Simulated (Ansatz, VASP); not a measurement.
**One calculation of ZnS, two programs**

Contents of POSCAR:

```
ZnS
1.0
    0.0000000000      2.7046500000      2.5964640000
    2.7046500000      0.0000000000      2.5964640000
    2.7046500000      2.7046500000      0.0000000000
Zn S
1 1
Direct
    0.0000000000      0.0000000000      0.0000000000
    0.7500000000      0.7500000000      0.7500000000
```

Contents of INCAR.step1:

```
SYSTEM = ZnS
  PREC = Accurate
  ENCUT = 520
  ISMEAR = 0
  SIGMA = 0.05
  LREAL = .FALSE.
  LASPH = .TRUE.
  NELM = 100
  NBANDS = 16
  GGA = PE
  ALGO = Normal
  EDIFF = 1E-4
  LWAVE = .TRUE.
  LCHARG = .FALSE.
```

The input INCAR.step2:

```
SYSTEM = ZnS
  PREC = Accurate
  ENCUT = 520
  EDIFF = 1E-6
  ISMEAR = 0
  SIGMA = 0.05
  LREAL = .FALSE.
  LASPH = .TRUE.
  NELM = 100
  ALGO = Normal
  ISIF = 2
  LWAVE = .FALSE.
  LCHARG = .FALSE.
  METAGGA = R2SCAN
  LMIXTAU = .TRUE.
  NBANDS = 16
  ISTART = 1
```

The input KPOINTS:

```
Automatic mesh
0
G
  8 8 8
  0 0 0
```

Input for Ansatz:

```yaml
crystal:
  lattice:
    - [0.0, 2.70465, 2.596464]
    - [2.70465, 0.0, 2.596464]
    - [2.70465, 2.70465, 0.0]
  atoms:
    - { symbol: Zn, position: [0.0, 0.0, 0.0] }
    - { symbol: S, position: [0.75, 0.75, 0.75] }
basis:
  ecutwfc: 500
kpoints:
  mp_grid: { grid: [8, 8, 8] }
hamiltonian:
  xc: r2scan
scf:
  occupations: { method: gaussian, width: 0.05 }
output:
  forces: true
  stress: true
  eigenvalues: true
```

Change from the starting cell: strain +0.000 along x and y, -0.040 along z, atoms carried along.

Alike in both runs: task single point; functional r2SCAN; k mesh 8 × 8 × 8; occupations gaussian, width 0.05 eV; no spin polarisation.

|  | VASP | Ansatz |
| --- | --- | --- |
| version | VASP 6.6.1 | Ansatz 0.2.0 |
| potentials or method | VASP PAW PBE potentials, release 64 (Zn, S), cutoff 520 eV | scalar-relativistic, plane waves, PAW |
| valence electrons in the cell | 18 | 18 |

|  | VASP | Ansatz | Ansatz less VASP |
| --- | --- | --- | --- |
| gap on the k mesh at the Fermi level (eV) | 2.76 | 2.74 | -0.014 |
| least direct gap on the mesh (eV) | 2.76 | 2.74 | -0.014 |
| pressure (GPa) | 2.5 | 2.4 | -0.03 |
| traceless stress, the component that is largest in VASP (GPa) | 1.07 | 1.05 | -0.020 |

VASP's potentials were made for PBE, not for r2SCAN.
